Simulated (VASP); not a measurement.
TiAl3:

```
CELL_PARAMETERS angstrom
3.95567 0.00000 0.00000
0.00000 3.95567 0.00000
0.00000 0.00000 3.95567
ATOMIC_POSITIONS crystal
Ti 0.00000 0.00000 0.00000
Al 0.00000 0.50000 0.50000
Al 0.50000 0.00000 0.50000
Al 0.50000 0.50000 0.00000
```

Base run:

```yaml
Program: VASP 6.6.1
Functional: PBE
Potentials_or_basis: VASP PAW PBE potentials, release 64 (Ti_sv, Al)
Cutoff: 520 eV
k_mesh: 7 × 7 × 7
Occupations: fermi-dirac, width 0.05 eV
Spin: no spin polarisation
```

Its results: pressure 1.9 GPa.

Problem. The run is repeated on the same cell with these changes: functional from PBE to PBEsol. What comes out?

Solution. Pressure -0.7 GPa.

PBEsol binds more tightly than PBE, so the same cell stands under less pressure.

Caveats: the PAW data sets were made with another functional, which shifts forces and pressure a little (some runs).
